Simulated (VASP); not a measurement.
Runs of VASP 6.6.1 on GaN. The structure is that of space group P6_3/mmc (No. 194), or close to it. The cells are those of the table. 

| task | spin | cell | cutoff (eV) | gap on the mesh (eV) | pressure (GPa) | moment (μB) |
| --- | --- | --- | --- | --- | --- | --- |
| single point | off | a = 3.000, b = 3.000, c = 5.266 Å, angles 90.0, 90.0, 120.0°, 4 atoms | 520 | none | 0.4 | - |
| relaxation of cell and atoms | off | relaxed from a = 3.211, b = 3.211, c = 5.290 Å, angles 90.0, 90.0, 120.0°, 4 atoms | 600 | none | -0.3 | - |
| single point | collinear, ferromagnetic start | a = 3.000, b = 3.000, c = 5.266 Å, angles 90.0, 90.0, 120.0°, 4 atoms | 520 | none | 0.4 | 0.00 |
| single point | collinear, ferromagnetic start | a = 3.211, b = 3.211, c = 5.290 Å, angles 90.0, 90.0, 120.0°, 4 atoms | 520 | none | -14.5 | 0.00 |
| single point | off | a = 3.211, b = 3.211, c = 5.290 Å, angles 90.0, 90.0, 120.0°, 4 atoms | 520 | none | (a) | - |

Alike in all rows: level PBE; potentials or basis VASP PAW PBE potentials, release 64 (Ga_d, N); k mesh 6 × 6 × 4; smearing gaussian 0.1 eV.

Fill in the values left out.

(a) -14.4.

Caveats: all runs use coarse meshes.

A k mesh can miss the band edges, and the runs leave out spin-orbit coupling on Ga.

A gap of «none» marks levels without a gap at the run's occupations.
